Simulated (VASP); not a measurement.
# C (Fd-3m) in VASP: notebook

The runs below take C through electric field gradients, with PBE, r2SCAN.

Everything below comes from runs of VASP 6.6.1. Logs are shortened: lines on timing, memory, paths and dates and some standing lists are left out, and cuts for length are marked.

## Step 1: The cell of the first run

It takes space group Fd-3m (No. 227, cubic). Conventional cell: a = 3.608 Å, b = 3.608 Å, c = 3.608 Å, α = 90.00°, β = 90.00°, γ = 90.00°. Within 2.1 Å of C (site symmetry -43m) lie 4 C at 1.56 Å.

## Step 2: Electric field gradients, PBE (functional pbe, volume scaled by 1.04)

The input, INCAR:

```
SYSTEM = C
PREC = Accurate
ENCUT = 520
EDIFF = 1E-8
ISMEAR = -1
SIGMA = 0.03
LREAL = .False.
LASPH = .True.
NELM = 120
ALGO = Normal
ISIF = 2
LWAVE = .False.
LCHARG = .False.
GGA = PE
LEFG = .True.
NBANDS = 11
GGA_COMPAT = .False.
```

The input, KPOINTS:

```
Automatic mesh
0
Gamma
  14 14 14
  0 0 0
```

The input, POSCAR:

```
C
1.0
    0.0000000000      1.8038011959      1.8038011959
    1.8038011959      0.0000000000      1.8038011959
    1.8038011959      1.8038011959      0.0000000000
C
2
Direct
    0.0000000000      0.0000000000      0.0000000000
    0.2500000000      0.2500000000      0.2500000000
```

Potentials or basis: VASP PAW PBE potentials, release 64 (C).

The run is started by

```bash
cat potpaw_PBE.64/C/POTCAR > POTCAR
mpirun -np 1 vasp_std > vasp.out
```

OUTCAR:

```text
SYSTEM = C
   PREC = Accurate
   ENCUT = 520
   EDIFF = 1E-8
   ISMEAR = -1
   LREAL = .False.
   LASPH = .True.
   NELM = 120
   ISIF = 2
   GGA = PE

 ion  position               nearest neighbor table
   1  0.000  0.000  0.000-   2 1.56   2 1.56   2 1.56   2 1.56
   2  0.250  0.250  0.250-   1 1.56   1 1.56   1 1.56   1 1.56

  LATTYP: Found a face centered cubic cell.
 ALAT       =     3.6076023918

  Lattice vectors:

 A1 = (   0.0000000000,   1.8038011959,   1.8038011959)
 A2 = (   1.8038011959,   0.0000000000,   1.8038011959)
 A3 = (   1.8038011959,   1.8038011959,   0.0000000000)

Analysis of symmetry for initial positions (statically):
=====================================================================
 Subroutine PRICEL returns:
 Original cell was already a primitive cell.

 Routine SETGRP: Setting up the symmetry group for a
 face centered cubic supercell.

 Subroutine GETGRP returns: Found 48 space group operations
 (whereof 24 operations were pure point group operations)
 out of a pool of 48 trial point group operations.

The static configuration has the point symmetry T_d .
 The point group associated with its full space group is O_h .

Analysis of symmetry for dynamics (positions and initial velocities):
=====================================================================
 Subroutine PRICEL returns:
 Original cell was already a primitive cell.

 Routine SETGRP: Setting up the symmetry group for a
 face centered cubic supercell.

 Subroutine GETGRP returns: Found 48 space group operations
 (whereof 24 operations were pure point group operations)
 out of a pool of 48 trial point group operations.

The dynamic configuration has the point symmetry T_d .
 The point group associated with its full space group is O_h .

 Subroutine INISYM returns: Found 48 space group operations
 (whereof 24 operations are pure point group operations),
 and found     1 'primitive' translations

----------------------------------------------------------------------------------------

                                     Primitive cell

  volume of cell :      11.7381

  direct lattice vectors                    reciprocal lattice vectors
     0.000000000  1.803801196  1.803801196    -0.277192410  0.277192410  0.277192410
     1.803801196  0.000000000  1.803801196     0.277192410 -0.277192410  0.277192410
     1.803801196  1.803801196  0.000000000     0.277192410  0.277192410 -0.277192410

  length of vectors
     2.550960115  2.550960115  2.550960115     0.480111337  0.480111337  0.480111337

  position of ions in fractional coordinates (direct lattice)
     0.000000000  0.000000000  0.000000000
     0.250000000  0.250000000  0.250000000

  ion indices of the primitive-cell ions
   primitive index   ion index
                 1           1
                 2           2

----------------------------------------------------------------------------------------

 KPOINTS: Automatic mesh

Automatic generation of k-mesh.
 Grid dimensions read from file:
 generate k-points for:   14   14   14

 Generating k-lattice:

  Cartesian coordinates                     Fractional coordinates (reciprocal lattice)
    -0.019799458  0.019799458  0.019799458     0.071428571  0.000000000  0.000000000
     0.019799458 -0.019799458  0.019799458     0.000000000  0.071428571  0.000000000
     0.019799458  0.019799458 -0.019799458     0.000000000  0.000000000  0.071428571

  Length of vectors
     0.034293667  0.034293667  0.034293667

  Shift w.r.t. Gamma in fractional coordinates (k-lattice)
     0.000000000  0.000000000  0.000000000

 Subroutine IBZKPT returns following result:
 ===========================================

 Found    104 irreducible k-points:

 Following reciprocal coordinates:
            Coordinates               Weight
  0.000000  0.000000  0.000000      1.000000
  0.071429  0.000000  0.000000      8.000000
  0.142857  0.000000  0.000000      8.000000
  0.214286  0.000000  0.000000      8.000000
  0.285714  0.000000  0.000000      8.000000
  0.357143  0.000000  0.000000      8.000000
[... 16 lines left out ...]
  0.214286  0.142857  0.000000     24.000000
  0.285714  0.142857  0.000000     24.000000
 [... further k-points ...]
   k-points           NKPTS =    104   k-points in BZ     NKDIM =    104   number of bands    NBANDS=     11
   number of dos      NEDOS =    301   number of ions     NIONS =      2
   total plane-waves  NPLWV =   8000
   dimension x,y,z NGX =    20 NGY =   20 NGZ =   20
   dimension x,y,z NGXF=    40 NGYF=   40 NGZF=   40
   ions per type =               2
   NGX,Y,Z   is equivalent  to a cutoff of  13.03, 13.03, 13.03 a.u.
   NGXF,Y,Z  is equivalent  to a cutoff of  26.07, 26.07, 26.07 a.u.
 SYSTEM =  C
   PREC   = accura    normal or accurate (medium, high low for compatibility)
   ISTART =      0    job   : 0-new  1-cont  2-samecut
   ICHARG =      2    charge: 1-file 2-atom 10-const
   ISPIN  =      1    spin polarized calculation?
   LNONCOLLINEAR =      F non collinear calculations
   LSORBIT =      F    spin-orbit coupling
   LASPH  =      T    aspherical Exc in radial PAW
   ENCUT  =  520.0 eV  38.22 Ry    6.18 a.u.   4.74  4.74  4.74*2*pi/ulx,y,z
   NELM   =    120;   NELMIN=  2; NELMDL= -5     # of ELM steps
   EDIFF  = 0.1E-07   stopping-criterion for ELM
   LREAL  =      F    real-space projection
   EDIFFG = 0.1E-06   stopping-criterion for IOM
   NSW    =      0    number of steps for IOM
   IBRION =     -1    ionic relax: 0-MD 1-quasi-New 2-CG
   NFREE  =      0    steps in history (QN), initial steepest desc. (CG)
   ISIF   =      2    stress and relaxation
   ISYM   =      2    0-nonsym 1-usesym 2-fastsym
   POTIM  = 0.5000    time-step for ionic-motion
   TEBEG  =    0.0;   TEEND  =   0.0 temperature during run
   PSTRESS=    0.0 pullay stress
   NELECT =       8.0000    total number of electrons
   NUPDOWN=      -1.0000    fix difference up-down
   EMIN   =  10.00;   EMAX   =-10.00  energy-range for DOS
   EFERMI =   0.00;   METHOD = LEGACY
   ISMEAR =    -1;   SIGMA  =   0.03  broadening in eV -4-tet -1-fermi 0-gaus
   EFERMI_NEDOS =   21; number of points for ismear=-14 and -15
   IALGO  =     38    algorithm
   IMIX   =      4    mixing-type and parameters
     AMIX     =   0.40;   BMIX     =  1.00
     AMIX_MAG =   1.60;   BMIX_MAG =  1.00
  volume/ion in A,a.u.               =       5.87        39.61
  Fermi-wavevector in a.u.,A,eV,Ry     =   1.440698  2.722524 28.240382  2.075609
  Thomas-Fermi vector in A             =   2.559413
   LORBIT       =      0    0 simple, 1 ext, 2 COOP (PROOUT), +10 PAW based schemes
   GGA     = PE    functional components
   LHFCALC =     F    Hartree Fock is set to
   AEXX    =    0.0000 exact exchange contribution
   IVDW    =     0    specifies the selected vdW correction
   LEPSILON=     F    determine dielectric tensor
   LRPA    =     F    only Hartree local field effects (RPA)
 non-spin polarized calculation
  energy-cutoff  :      520.00
  volume of cell :       11.74
 maximum number of plane-waves:       332
   NGX =  9   NGY =  9   NGZ =  9

 number of electron       8.0000000 magnetization

 Free energy of the ion-electron system (eV)
  ---------------------------------------------------
  ext. energy  EPLUGINS =         0.00000000
  ---------------------------------------------------
  free energy    TOTEN  =       -18.17387245 eV

  energy without entropy =      -18.17387245  energy(sigma->0) =      -18.17387245

 E-fermi :   9.8604     XC(G=0): -13.0799

 val. band max:        9.2417207056   @ k =   0.0000   0.0000   0.0000
 cond. band min:      13.2958728362   @ k =   0.3571   0.3571   0.0000
 fundamental gap:      4.0541521306
 Fermi energy:         9.8603799195

 k-point     1 :       0.0000    0.0000    0.0000
  band No.  band energies     occupation
      1     -11.7815      2.00000
      2       9.2417      2.00000
      3       9.2417      2.00000
      4       9.2417      2.00000
      5      14.7378      0.00000
      6      14.7378      0.00000
      7      14.7378      0.00000
      8      21.7994      0.00000
      9      28.1052      0.00000
     10      35.4050      0.00000
     11      35.4050      0.00000
[... 309 lines left out ...]
 k-point    24 :       0.2857    0.1429    0.0000
  band No.  band energies     occupation
      1      -9.7786      2.00000
      2       3.3622      2.00000
      3       6.0384      2.00000
      4       6.6991      2.00000
      5      15.0380      0.00000
      6      18.8979      0.00000
      7      19.0681      0.00000
      8      21.2843      0.00000
      9      29.1166      0.00000
     10      30.2241      0.00000
     11      35.1380      0.00000

 [... further k-points ...]

------------------------ aborting loop because EDIFF is reached ----------------------------------------

  FORCE on cell =-STRESS in cart. coord.  units (eV):
  Direction    XX          YY          ZZ          XY          YZ          ZX
  --------------------------------------------------------------------------------------
  -------------------------------------------------------------------------------------
  Total       -0.8624649     -0.8624649     -0.8624649     -0.0000000     -0.0000000     -0.0000000
  in kB     -117.7215533   -117.7215533   -117.7215533     -0.0000000     -0.0000000     -0.0000000
  external PRESSURE =    -117.7215533 kB  Pullay stress =       0.0000000 kB

 VOLUME and BASIS-vectors are now :
 -----------------------------------------------------------------------------
  energy-cutoff  :      520.00
  volume of cell :       11.74
      direct lattice vectors                 reciprocal lattice vectors
     0.000000000  1.803801196  1.803801196    -0.277192410  0.277192410  0.277192410
     1.803801196  0.000000000  1.803801196     0.277192410 -0.277192410  0.277192410
     1.803801196  1.803801196  0.000000000     0.277192410  0.277192410 -0.277192410

 POSITION                                       TOTAL-FORCE (eV/Angst)
 -----------------------------------------------------------------------------------
      0.00000      0.00000      0.00000         0.000000      0.000000      0.000000
      0.90190      0.90190      0.90190        -0.000000     -0.000000     -0.000000
 -----------------------------------------------------------------------------------
    total drift:                                0.000000      0.000000      0.000000

  FREE ENERGIE OF THE ION-ELECTRON SYSTEM (eV)
  ---------------------------------------------------
  free  energy   TOTEN  =       -18.1738724484 eV

  energy  without entropy=      -18.1738724484  energy(sigma->0) =      -18.17387245

 Electric field gradients (V/A^2)
---------------------------------------------------------------------
 ion       V_xx      V_yy      V_zz      V_xy      V_xz      V_yz
---------------------------------------------------------------------
   1       0.000    -0.000    -0.000     0.000     0.000     0.000
   2      -0.000    -0.000    -0.000     0.000     0.000     0.000
---------------------------------------------------------------------

 Electric field gradients after diagonalization (V/A^2)
 (convention: |V_zz| > |V_xx| > |V_yy|)
----------------------------------------------------------------------
 ion       V_xx      V_yy      V_zz     asymmetry (V_yy - V_xx)/ V_zz
----------------------------------------------------------------------
   1      -0.000    -0.000     0.000       0.000
   2      -0.000    -0.000     0.000       0.000
----------------------------------------------------------------------

           NMR quadrupolar parameters

 Cq : quadrupolar parameter    Cq=e*Q*V_zz/h
 eta: asymmetry parameters     (V_yy - V_xx)/ V_zz
 Q  : nuclear electric quadrupole moment in mb (millibarn)
----------------------------------------------------------------------
 ion       Cq(MHz)       eta       Q (mb)
----------------------------------------------------------------------
   1       0.000       0.000       1.000
   2       0.000       0.000       1.000
----------------------------------------------------------------------
```

Wall time 9.2 s (1 thread of Intel Xeon Platinum 8375C at 2.90GHz (Ice Lake), shared host); peak memory 0.12 GiB.

Results:

- Free energy: -18.1739 eV
- Pressure: -11.8 GPa
- Band gap on the k mesh: 4.05 eV, indirect (least direct gap 5.50 eV)

Caveat: without QUAD_EFG the Cq values of the log hold for a quadrupole moment of 1 mb, not for the nuclei. A k mesh can miss the band edges.

[end of part 1 of 2]
